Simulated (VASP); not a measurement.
Set up this calculation in VASP 6.6.1, as the native input.

```
Task                               : single point
Functional                         : HSE06
Potentials or basis                : VASP PAW PBE potentials, release 64 (Ga_d, P)
Cutoff                             : 400 eV
k mesh                             : 6 × 6 × 2
Occupations                        : gaussian, width 0.2 eV
Spin                               : no spin polarisation
Dipole correction                  : no
Grid for exact exchange (PRECFOCK) : Normal
Further INCAR settings             : ALGO = Normal; EDIFF = 1e-06; NBANDS = 26
Share of exact exchange            : 0.25
Screening parameter                : 0.2079 1/Å
```

The system is GaP.

```
Ga P
1.0
     3.59650    0.00000    0.00000
    -1.79825    3.11466    0.00000
     0.00000    0.00000    6.03053
Ga P
2 2
Direct
  0.00000 0.00000 0.00000
  0.00000 0.00000 0.50000
  0.33333 0.66667 0.25000
  0.66667 0.33333 0.75000
```

One way to write it, as run:

POSCAR

```
GaP
1.0
    3.5965004571      0.0000000000      0.0000000000
   -1.7982502286      3.1146607606      0.0000000000
    0.0000000000      0.0000000000      6.0305309388
Ga P
2 2
Direct
    0.0000000000      0.0000000000      0.0000000000
    0.0000000000      0.0000000000      0.5000000000
    0.3333333333      0.6666666667      0.2500000000
    0.6666666667      0.3333333333      0.7500000000
```

INCAR.step1

```
SYSTEM = GaP
PREC = Accurate
ENCUT = 400
EDIFF = 1E-5
ISMEAR = 0
SIGMA = 0.2
LREAL = .FALSE.
LASPH = .TRUE.
NELM = 120
ALGO = Normal
ISIF = 2
LWAVE = .TRUE.
LCHARG = .FALSE.
NBANDS = 26
GGA = PE
GGA_COMPAT = .FALSE.
```

INCAR.step2

```
SYSTEM = GaP
PREC = Accurate
ENCUT = 400
EDIFF = 1E-6
ISMEAR = 0
SIGMA = 0.2
LREAL = .FALSE.
LASPH = .TRUE.
NELM = 120
ALGO = Normal
ISIF = 2
LWAVE = .FALSE.
LCHARG = .FALSE.
GGA = PE
LHFCALC = .TRUE.
HFSCREEN = 0.2079
PRECFOCK = Normal
NBANDS = 26
ISTART = 1
GGA_COMPAT = .FALSE.
```

KPOINTS

```
Automatic mesh
0
G
  6 6 2
  0 0 0
```

Potentials or basis: VASP PAW PBE potentials, release 64 (Ga_d, P).

Command:

```bash
$ cat potpaw_PBE.64/Ga_d/POTCAR potpaw_PBE.64/P/POTCAR > POTCAR
$ cp INCAR.step1 INCAR
$ mpirun -np 1 vasp_std > vasp.out
$ cp INCAR.step2 INCAR
$ mpirun -np 1 vasp_std > vasp.out
```

Results of the run:

```json
{"Pressure": "-0.8 GPa", "Band gap on the k mesh": "zero (bands 18 and 19 overlap by 3.95 eV)"}
```

Caveat: the k points lie up to 0.52 Å⁻¹ apart, too coarse for converged energies and pressures of a metal; the PAW data sets were made with another functional, which shifts forces and pressure a little.

Wall time 82 min on 1 thread of Intel Xeon 8259CL (shared host), peak memory 0.27 GiB.
